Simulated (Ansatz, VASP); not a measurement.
**BN in VASP and in Ansatz**

INCAR

```
  PREC = Accurate
  ENCUT = 520
  EDIFF = 1E-7
  ISMEAR = 0
  SIGMA = 0.05
  LREAL = F
  LASPH = T
  NELM = 60
  ALGO = Normal
  ISIF = 2
  LWAVE = F
  LCHARG = F
  GGA = CA
  NBANDS = 16
```

File KPOINTS:

```
Automatic mesh
0
Gamma
  12 12 4
```

POSCAR

```
BN
1.0
    2.5060276181      0.0000000000      0.0000000000
   -1.2530138090      2.1702835798      0.0000000000
    0.0000000000      0.0000000000      6.8647614542
B N
2 2
Direct
    0.3333333333      0.6666666667      0.2500000000
    0.6666666667      0.3333333333      0.7500000000
    0.3333333333      0.6666666667      0.7500000000
    0.6666666667      0.3333333333      0.2500000000
```

Input for Ansatz:

```yaml
crystal:
  lattice:
    - [2.5060276181, 0.0, 0.0]
    - [-1.253013809, 2.1702835798, 0.0]
    - [0.0, 0.0, 6.8647614542]
  atoms:
    - { symbol: B, position: [0.3333333333, 0.6666666667, 0.25] }
    - { symbol: B, position: [0.6666666667, 0.3333333333, 0.75] }
    - { symbol: "N", position: [0.3333333333, 0.6666666667, 0.75] }
    - { symbol: "N", position: [0.6666666667, 0.3333333333, 0.25] }
basis:
  ecutwfc: 520.0
kpoints:
  mp_grid: { grid: [12, 12, 4] }
hamiltonian:
  xc: lda
  pseudopotentials: { kind: paw, azcp: { folder: soft_1 } }
scf:
  occupations: { method: gaussian, width: 0.05 }
output:
  forces: true
  stress: true
  eigenvalues: true
```

Alike in both runs: task single point; functional LDA; k mesh 12 × 12 × 4; occupations gaussian, width 0.05 eV; no spin polarisation.

|  | VASP | Ansatz |
| --- | --- | --- |
| version | VASP 6.6.1 | Ansatz 0.2.0 |
| potentials or method | VASP PAW LDA potentials, release 64 (B, N), cutoff 520 eV | scalar-relativistic, plane waves, PAW |
| valence electrons in the cell | 16 | 16 |

|  | VASP | Ansatz | Ansatz less VASP |
| --- | --- | --- | --- |
| gap on the k mesh at the Fermi level (eV) | 4.12 | 4.13 | +0.011 |
| least direct gap on the mesh (eV) | 4.50 | 4.51 | +0.006 |
| pressure (GPa) | -4.8 | -5.3 | -0.57 |
| traceless stress, the component that is largest in VASP (GPa) | 3.53 | 4.27 | +0.732 |

Ansatz warns that its potentials were made for another functional, while VASP's fit it. LDA's correlation is that of Perdew and Zunger in VASP and of Perdew and Wang (1992) in Ansatz.
